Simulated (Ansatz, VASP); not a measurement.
# One calculation of CuO, two programs

```
Cu O
1.0
     0.00000    2.26164    2.26164
     2.26164    0.00000    2.26164
     2.26164    2.26164    0.00000
Cu O
1 1
Direct
  0.00000 0.00000 0.00000
  0.75000 0.75000 0.75000
```

Alike in both runs: functional PBE; k mesh 22 × 22 × 22; occupations gaussian, width 0.1 eV; no spin polarisation.

Ansatz relaxed the structure, and its values are those at the end. VASP's run is a single point on that final structure, the one shown.

|  | VASP | Ansatz |
| --- | --- | --- |
| version | VASP 6.6.1 | Ansatz 0.2.0 |
| potentials or method | VASP PAW PBE potentials, release 64 (Cu_sv_GW, O), cutoff 820 eV | scalar-relativistic, plane waves, PAW |
| valence electrons in the cell | 25 | 25 |

|  | VASP | Ansatz | Ansatz less VASP |
| --- | --- | --- | --- |
| gap on the k mesh at the Fermi level (eV) | none | none | - |
| pressure (GPa) | -0.6 | 0.0 | +0.64 |

A gap of «none» marks a metal or a gap that the smearing closes.
